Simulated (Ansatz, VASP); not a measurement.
# One calculation of Ni, two programs

```
CELL_PARAMETERS angstrom
2.79691 0.00000 0.00000
0.00000 2.79691 0.00000
0.00000 0.00000 2.79691
ATOMIC_POSITIONS crystal
Ni 0.00000 0.00000 0.00000
Ni 0.50000 0.50000 0.50000
```

Alike in both runs: task relaxation of cell and atoms; functional PBE; k mesh 11 × 11 × 11; occupations fermi-dirac, width 0.05 eV; collinear spin.

|  | VASP | Ansatz |
| --- | --- | --- |
| version | VASP 6.6.1 | Ansatz 0.2.0 |
| potentials or method | VASP PAW PBE potentials, release 64 (Ni), cutoff 600 eV | plane waves (420 eV) with PAW, scalar-relativistic |
| valence electrons in the cell | 20 | 36 |

VASP gave:

| Quantity | Value |
| --- | --- |
| net moment per atom (μB) | 0.00 |
| relaxed volume (Å³/atom) | 10.88 |
| relaxed cell length with the largest relative difference (Å) | 2.792 |

Task: Which values does Ansatz return?

Result: net moment per atom (μB): 0.00; relaxed volume (Å³/atom): 10.89; relaxed cell length with the largest relative difference (Å): 2.793.

VASP's potentials hold 20 valence electrons a cell and Ansatz's 36, so a difference there can come from the potentials and not from the codes. Ansatz's warnings: seeded moment not kept.
